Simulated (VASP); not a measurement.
# GeAs5 (P4/mmm) in VASP: a series of runs

GeAs5 is run at these levels: PBE; tasks: single point, relaxation of cell and atoms.

Program: VASP 6.6.1. These are calculated values, not measurements. Logs are shortened: lines on timing, memory, paths and dates and some standing lists are left out, and cuts for length are marked.

## 1. The cell of the first run

The structure is tetragonal, space group P4/mmm (No. 123). The conventional cell has a = 5.344 Å, b = 5.344 Å, c = 4.838 Å, α = 90.00°, β = 90.00°, γ = 90.00°. Ge (site symmetry 4/mmm) has 6 As at 2.42 to 2.67 Å within 3.2 Å. Within 3.8 Å of As (site symmetry mmm) lie 2 Ge at 2.67 Å and 14 As at 2.67 to 3.78 Å. As (site symmetry 4/mmm) has 6 As at 2.42 to 2.67 Å within 3.2 Å. As (site symmetry 4/mmm) has 2 As at 2.42 Å within 3.2 Å. As (site symmetry 4/mmm) has 2 Ge at 2.42 Å within 3.2 Å.

The cell was built from a structure type or drawn by symmetry, and may not be a known phase.

## 2. Single point, PBE

INCAR

```
SYSTEM = GeAs5
PREC = Accurate
ENCUT = 520
EDIFF = 1E-7
ISMEAR = 0
SIGMA = 0.1
LREAL = .FALSE.
LASPH = .TRUE.
NELM = 80
ALGO = Normal
ISIF = 2
LWAVE = .FALSE.
LCHARG = .TRUE.
GGA = PE
LELF = .TRUE.
LVHAR = .TRUE.
NBANDS = 28
```

KPOINTS

```
regular mesh
0
G
  4 4 2
  0 0 0
```

POSCAR

```
GeAs5
1.0
    5.3436419720      0.0000000000      0.0000000000
    0.0000000000      5.3436419720      0.0000000000
    0.0000000000      0.0000000000      4.8377332968
Ge As
1 5
Direct
    0.0000000000      0.0000000000      0.5000000000
    0.0000000000      0.5000000000      0.5000000000
    0.5000000000      0.0000000000      0.5000000000
    0.5000000000      0.5000000000      0.5000000000
    0.5000000000      0.5000000000      0.0000000000
    0.0000000000      0.0000000000      0.0000000000
```

Potentials or basis: VASP PAW PBE potentials, release 64 (Ge_d, As).

The run is started by

```console
> cat potpaw_PBE.64/Ge_d/POTCAR potpaw_PBE.64/As/POTCAR > POTCAR
> mpirun -np 1 vasp_std > vasp.out
```

OUTCAR:

```text
SYSTEM = GeAs5
   PREC = Accurate
   ENCUT = 520
   EDIFF = 1E-7
   ISMEAR = 0
   LREAL = .FALSE.
   LASPH = .TRUE.
   NELM = 80
   ISIF = 2
   GGA = PE

 ion  position               nearest neighbor table
   1  0.000  0.000  0.500-   6 2.42   6 2.42   2 2.67   3 2.67   2 2.67   3 2.67
   2  0.000  0.500  0.500-   1 2.67   4 2.67   1 2.67   4 2.67
   3  0.500  0.000  0.500-   1 2.67   4 2.67   4 2.67   1 2.67
   4  0.500  0.500  0.500-   5 2.42   5 2.42   2 2.67   3 2.67   3 2.67   2 2.67
   5  0.500  0.500  0.000-   4 2.42   4 2.42
   6  0.000  0.000  0.000-   1 2.42   1 2.42

  LATTYP: Found a simple tetragonal cell.
 ALAT       =     5.3436419720
 C/A-ratio  =     0.9053251176

  Lattice vectors:

 A1 = (   5.3436419720,   0.0000000000,   0.0000000000)
 A2 = (   0.0000000000,   5.3436419720,   0.0000000000)
 A3 = (   0.0000000000,   0.0000000000,   4.8377332968)

Analysis of symmetry for initial positions (statically):
=====================================================================
 Subroutine PRICEL returns:
 Original cell was already a primitive cell.

 Routine SETGRP: Setting up the symmetry group for a
 simple tetragonal supercell.

 Subroutine GETGRP returns: Found 16 space group operations
 (whereof 16 operations were pure point group operations)
 out of a pool of 16 trial point group operations.

The static configuration has the point symmetry D_4h.

Analysis of symmetry for dynamics (positions and initial velocities):
=====================================================================
 Subroutine PRICEL returns:
 Original cell was already a primitive cell.

 Routine SETGRP: Setting up the symmetry group for a
 simple tetragonal supercell.

 Subroutine GETGRP returns: Found 16 space group operations
 (whereof 16 operations were pure point group operations)
 out of a pool of 16 trial point group operations.

The dynamic configuration has the point symmetry D_4h.

 Subroutine INISYM returns: Found 16 space group operations
 (whereof 16 operations are pure point group operations),
 and found     1 'primitive' translations

----------------------------------------------------------------------------------------

                                     Primitive cell

  volume of cell :     138.1391

  direct lattice vectors                    reciprocal lattice vectors
     5.343641972  0.000000000  0.000000000     0.187138286  0.000000000  0.000000000
     0.000000000  5.343641972  0.000000000     0.000000000  0.187138286  0.000000000
     0.000000000  0.000000000  4.837733297     0.000000000  0.000000000  0.206708377

  length of vectors
[... 82 lines left out ...]
   NFREE  =      0    steps in history (QN), initial steepest desc. (CG)
   ISIF   =      2    stress and relaxation
   ISYM   =      2    0-nonsym 1-usesym 2-fastsym
   POTIM  = 0.5000    time-step for ionic-motion
   TEBEG  =    0.0;   TEEND  =   0.0 temperature during run
   PSTRESS=    0.0 pullay stress
   NELECT =      39.0000    total number of electrons
   NUPDOWN=      -1.0000    fix difference up-down
   EMIN   =  10.00;   EMAX   =-10.00  energy-range for DOS
   EFERMI =   0.00;   METHOD = LEGACY
   ISMEAR =     0;   SIGMA  =   0.10  broadening in eV -4-tet -1-fermi 0-gaus
   EFERMI_NEDOS =   21; number of points for ismear=-14 and -15
   IALGO  =     38    algorithm
   IMIX   =      4    mixing-type and parameters
     AMIX     =   0.40;   BMIX     =  1.00
     AMIX_MAG =   1.60;   BMIX_MAG =  1.00
  volume/ion in A,a.u.               =      23.02       155.37
  Fermi-wavevector in a.u.,A,eV,Ry     =   1.073967  2.029503 15.693021  1.153405
  Thomas-Fermi vector in A             =   2.209781
   LORBIT       =      0    0 simple, 1 ext, 2 COOP (PROOUT), +10 PAW based schemes
   GGA     = PE    functional components
   LHFCALC =     F    Hartree Fock is set to
   AEXX    =    0.0000 exact exchange contribution
   IVDW    =     0    specifies the selected vdW correction
   LEPSILON=     F    determine dielectric tensor
   LRPA    =     F    only Hartree local field effects (RPA)
 non-spin polarized calculation
 Gauss-broadening in eV      SIGMA  =   0.10
  energy-cutoff  :      520.00
  volume of cell :      138.14
 maximum number of plane-waves:      3740
 NGX is ok and might be reduce to    40
   NGX = 19   NGY = 19   NGZ = 17

 number of electron      38.9999978 magnetization

 Free energy of the ion-electron system (eV)
  ---------------------------------------------------
  ext. energy  EPLUGINS =         0.00000000
  ---------------------------------------------------
  free energy    TOTEN  =       -23.24058133 eV

  energy without entropy =      -23.22436609  energy(sigma->0) =      -23.23247371

 E-fermi :   4.3136     XC(G=0):  -9.7586

 val. band max:        4.3056286002   @ k =   0.5000   0.5000   0.5000
 cond. band min:       4.3624580463   @ k =   0.0000   0.0000   0.0000
 fundamental gap:      0.0568294461
 Fermi energy:         4.3136474581

 k-point     1 :       0.0000    0.0000    0.0000
  band No.  band energies     occupation
      1     -20.8711      2.00000
      2     -20.7984      2.00000
      3     -20.7984      2.00000
      4     -20.7813      2.00000
      5     -20.7615      2.00000
      6     -10.1863      2.00000
[... 361 lines left out ...]
     27       6.4093      0.00000
     28       7.2042      0.00000

------------------------ aborting loop because EDIFF is reached ----------------------------------------

  FORCE on cell =-STRESS in cart. coord.  units (eV):
  Direction    XX          YY          ZZ          XY          YZ          ZX
  --------------------------------------------------------------------------------------
  -------------------------------------------------------------------------------------
  Total        0.2362559      0.2362559      0.0919987      0.0000000     -0.0000000      0.0000000
  in kB        2.7401649      2.7401649      1.0670274      0.0000000     -0.0000000      0.0000000
  external PRESSURE =       2.1824524 kB  Pullay stress =       0.0000000 kB

 VOLUME and BASIS-vectors are now :
 -----------------------------------------------------------------------------
  energy-cutoff  :      520.00
  volume of cell :      138.14
      direct lattice vectors                 reciprocal lattice vectors
     5.343641972  0.000000000  0.000000000     0.187138286  0.000000000  0.000000000
     0.000000000  5.343641972  0.000000000     0.000000000  0.187138286  0.000000000
     0.000000000  0.000000000  4.837733297     0.000000000  0.000000000  0.206708377

 POSITION                                       TOTAL-FORCE (eV/Angst)
 -----------------------------------------------------------------------------------
      0.00000      0.00000      2.41887         0.000000      0.000000      0.000000
      0.00000      2.67182      2.41887         0.000000      0.000000      0.000000
      2.67182      0.00000      2.41887         0.000000      0.000000      0.000000
      2.67182      2.67182      2.41887         0.000000      0.000000      0.000000
      2.67182      2.67182      0.00000         0.000000      0.000000      0.000000
      0.00000      0.00000      0.00000         0.000000      0.000000      0.000000
 -----------------------------------------------------------------------------------
    total drift:                               -0.000000     -0.000000     -0.000000

  FREE ENERGIE OF THE ION-ELECTRON SYSTEM (eV)
  ---------------------------------------------------
  free  energy   TOTEN  =       -23.2405813322 eV

  energy  without entropy=      -23.2243660936  energy(sigma->0) =      -23.23247371
```

stdout:

```text
POSCAR found type information on POSCAR GeAs
 POSCAR found :  2 types and       6 ions
 scaLAPACK will be used
 LDA part: xc-table for (Slater+PW92), standard interpolation
 POSCAR, INCAR and KPOINTS ok, starting setup
 FFT: planning ... GRIDC
 FFT: planning ... GRID_SOFT
 FFT: planning ... GRID
 WAVECAR not read
 entering main loop
```

It took 68 s on 1 thread of Intel Xeon 8259CL, shared host; peak memory 0.24 GiB.

Results:

```yaml
Free_energy: -23.2406 eV
Pressure: 0.2 GPa
Band_gap_on_the_k_mesh: zero (an odd number of electrons rules out a gap without spin polarisation)
```

Caveat: the k points lie up to 0.65 Å⁻¹ apart, too coarse for converged energies and pressures of a metal.

## 3. Single point, PBE

This run uses another cell than the first one, of 27.33 Å³/atom.

INCAR

```
PREC     = Accurate       # precision mode
ENCUT    = 520            # plane-wave cutoff, eV
EDIFF    = 1E-6           # SCF threshold, eV
ISMEAR   = 0              # smearing method
SIGMA    = 0.1            # smearing width, eV
LREAL    = F              # projectors in reciprocal space
LASPH    = T              # aspherical terms in the spheres
NELM     = 100            # most SCF steps
ALGO     = Normal         # electronic algorithm
ISIF     = 2              # what is computed and relaxed
LWAVE    = F              # write WAVECAR
LCHARG   = F              # write CHGCAR
GGA      = PE             # functional
NBANDS   = 28             # bands
```

KPOINTS

```
regular mesh
0
Gamma
  4 4 2
```

POSCAR: that of step 2 with these lines changed.

```diff
@@ -2,5 +2,5 @@
 1.0
-    5.3436419720      0.0000000000      0.0000000000
-    0.0000000000      5.3436419720      0.0000000000
-    0.0000000000      0.0000000000      4.8377332968
+    4.5520128300      0.0000000000      0.0000000000
+    0.0000000000      4.5520128300      0.0000000000
+    0.0000000000      0.0000000000      7.9136557700
 Ge As
```

Potentials or basis: VASP PAW PBE potentials, release 64 (Ge_d, As).

The run is started by

```console
> cat potpaw_PBE.64/Ge_d/POTCAR potpaw_PBE.64/As/POTCAR > POTCAR
> mpirun -np 1 vasp_std > vasp.out
```

Run time: 84 s. Hardware: 1 thread of Intel Xeon 8259CL, shared host; peak memory 0.27 GiB.

The run converged. Its results:

```
Free energy            : -19.3692 eV
Pressure               : 10.9 GPa
Band gap on the k mesh : zero (an odd number of electrons rules out a gap without spin polarisation)
```

Stress tensor (GPa, compression positive):
```
18.09  0.00  0.00
 0.00 18.09  0.00
 0.00  0.00 -3.35
```

Levels at points of the mesh, in eV from the Fermi level:
```tsv
k point	band 17	band 18	band 19	band 20	band 21	band 22	band 23	band 24
(0.00, 0.00, 0.00)	-1.51	-1.51	-1.02	-0.35	-0.20	1.90	3.01	3.01
(0.50, 0.00, 0.00)	-0.06	-0.03	0.04	0.04	0.05	0.08	0.10	1.45
(0.50, 0.50, 0.00)	-1.62	-0.25	0.26	0.49	0.49	0.53	0.95	2.90
(0.00, 0.00, 0.50)	-1.55	-1.53	-1.53	-0.37	0.25	1.21	3.00	3.00
(0.50, 0.00, 0.50)	-0.46	-0.12	-0.04	-0.01	0.02	0.06	0.08	1.45
(0.50, 0.50, 0.50)	-1.02	-0.25	-0.12	-0.09	0.26	0.49	0.49	2.94
```

Caveat: the k points lie up to 0.40 Å⁻¹ apart, too coarse for converged energies and pressures of a metal.

## 4. Single point, PBE

This run uses another cell than the first one, of 23.47 Å³/atom.

INCAR: that of step 3 with these lines changed.

```diff
@@ -11,4 +11,6 @@
 LWAVE    = F              # write WAVECAR
-LCHARG   = F              # write CHGCAR
+LCHARG   = T              # write CHGCAR
 GGA      = PE             # functional
+LELF     = T              # ELF
+LVHAR    = T            
 NBANDS   = 28             # bands
```

KPOINTS

```
regular mesh
0
Gamma
  4 4 4
```

POSCAR: that of step 3 with these lines changed.

```diff
@@ -2,5 +2,5 @@
 1.0
-    4.5520128300      0.0000000000      0.0000000000
-    0.0000000000      4.5520128300      0.0000000000
-    0.0000000000      0.0000000000      7.9136557700
+    5.3032215436      0.0000000000      0.0000000000
+    0.0000000000      5.3032215436      0.0000000000
+    0.0000000000      0.0000000000      5.0067558152
 Ge As
```

Potentials or basis: VASP PAW PBE potentials, release 64 (Ge_d, As).

The run is started by

```console
> cat potpaw_PBE.64/Ge_d/POTCAR potpaw_PBE.64/As/POTCAR > POTCAR
> mpirun -np 1 vasp_std > vasp.out
```

OUTCAR:

```text
PREC = Accurate
   ENCUT = 520
   EDIFF = 1E-6
   ISMEAR = 0
   LREAL = F
   LASPH = T
   NELM = 100
   ISIF = 2
   GGA = PE

 ion  position               nearest neighbor table
   1  0.000  0.000  0.500-   6 2.50   6 2.50   2 2.65   3 2.65   2 2.65   3 2.65
   2  0.000  0.500  0.500-   1 2.65   4 2.65   1 2.65   4 2.65
   3  0.500  0.000  0.500-   1 2.65   4 2.65   4 2.65   1 2.65
   4  0.500  0.500  0.500-   5 2.50   5 2.50   2 2.65   3 2.65   3 2.65   2 2.65
   5  0.500  0.500  0.000-   4 2.50   4 2.50
   6  0.000  0.000  0.000-   1 2.50   1 2.50

  LATTYP: Found a simple tetragonal cell.
 ALAT       =     5.3032215436
 C/A-ratio  =     0.9440970501

  Lattice vectors:

 A1 = (   5.3032215436,   0.0000000000,   0.0000000000)
 A2 = (   0.0000000000,   5.3032215436,   0.0000000000)
 A3 = (   0.0000000000,   0.0000000000,   5.0067558152)

Analysis of symmetry for initial positions (statically):
=====================================================================
 Subroutine PRICEL returns:
 Original cell was already a primitive cell.

[... 174 lines left out ...]
 cond. band min:       4.0523196803   @ k =   0.5000   0.5000   0.0000
 fundamental gap:      0.0345534841
 Fermi energy:         4.0505320340

 k-point     1 :       0.0000    0.0000    0.0000
  band No.  band energies     occupation
      1     -20.4862      2.00000
      2     -20.4569      2.00000
      3     -20.4393      2.00000
      4     -20.4393      2.00000
      5     -20.4333      2.00000
      6     -10.0336      2.00000
[... 547 lines left out ...]
     27       6.0611      0.00000
     28       6.6398      0.00000

------------------------ aborting loop because EDIFF is reached ----------------------------------------

  FORCE on cell =-STRESS in cart. coord.  units (eV):
  Direction    XX          YY          ZZ          XY          YZ          ZX
  --------------------------------------------------------------------------------------
  -------------------------------------------------------------------------------------
  Total       -0.0021748     -0.0021748      0.2452369      0.0000000      0.0000000      0.0000000
  in kB       -0.0247452     -0.0247452      2.7903608      0.0000000      0.0000000      0.0000000
  external PRESSURE =       0.9136235 kB  Pullay stress =       0.0000000 kB

 VOLUME and BASIS-vectors are now :
 -----------------------------------------------------------------------------
  energy-cutoff  :      520.00
  volume of cell :      140.81
      direct lattice vectors                 reciprocal lattice vectors
     5.303221544  0.000000000  0.000000000     0.188564628  0.000000000  0.000000000
     0.000000000  5.303221544  0.000000000     0.000000000  0.188564628  0.000000000
     0.000000000  0.000000000  5.006755815     0.000000000  0.000000000  0.199730132

 POSITION                                       TOTAL-FORCE (eV/Angst)
 -----------------------------------------------------------------------------------
      0.00000      0.00000      2.50338         0.000000      0.000000      0.000000
      0.00000      2.65161      2.50338         0.000000      0.000000      0.000000
      2.65161      0.00000      2.50338         0.000000      0.000000      0.000000
      2.65161      2.65161      2.50338         0.000000      0.000000      0.000000
      2.65161      2.65161      0.00000         0.000000      0.000000      0.000000
      0.00000      0.00000      0.00000         0.000000      0.000000      0.000000
 -----------------------------------------------------------------------------------
    total drift:                               -0.000000     -0.000000     -0.000000

  FREE ENERGIE OF THE ION-ELECTRON SYSTEM (eV)
  ---------------------------------------------------
  free  energy   TOTEN  =       -24.0729934896 eV

  energy  without entropy=      -24.0501187840  energy(sigma->0) =      -24.06155614
```

stdout:

```text
POSCAR found type information on POSCAR GeAs
 POSCAR found :  2 types and       6 ions
 scaLAPACK will be used
 LDA part: xc-table for (Slater+PW92), standard interpolation
 POSCAR, INCAR and KPOINTS ok, starting setup
 FFT: planning ... GRIDC
 FFT: planning ... GRID_SOFT
 FFT: planning ... GRID
 WAVECAR not read
 entering main loop
```

It took 90 s on 1 thread of Intel Xeon 8259CL, shared host; peak memory 0.26 GiB.

What came out:

| Quantity | Value |
| --- | --- |
| Free energy | -24.0730 eV |
| Pressure | 0.1 GPa |
| Band gap on the k mesh | zero (an odd number of electrons rules out a gap without spin polarisation) |

Levels at points of the mesh, in eV from the Fermi level:
| k point | band 16 | band 17 | band 18 | band 19 | band 20 | band 21 | band 22 | band 23 |
| --- | --- | --- | --- | --- | --- | --- | --- | --- |
| (0.00, 0.00, 0.00) | -2.99 | -2.99 | -0.67 | -0.67 | -0.09 | 0.93 | 1.47 | 1.47 |
| (0.50, 0.00, 0.00) | -1.76 | -1.46 | -0.28 | -0.20 | 0.15 | 0.28 | 0.46 | 0.60 |
| (0.50, 0.50, 0.00) | -1.13 | -1.13 | -0.88 | -0.88 | -0.20 | 0.00 | 0.56 | 1.58 |
| (0.00, 0.00, 0.50) | -2.13 | -2.13 | -1.29 | -0.88 | 0.41 | 0.41 | 0.88 | 1.39 |
| (0.50, 0.00, 0.50) | -1.18 | -1.09 | -0.95 | -0.65 | 0.39 | 1.00 | 1.02 | 1.08 |
| (0.50, 0.50, 0.50) | -0.15 | -0.14 | 0.02 | 0.07 | 0.85 | 0.91 | 0.91 | 1.63 |

(Part 1 of 2 ends here.)
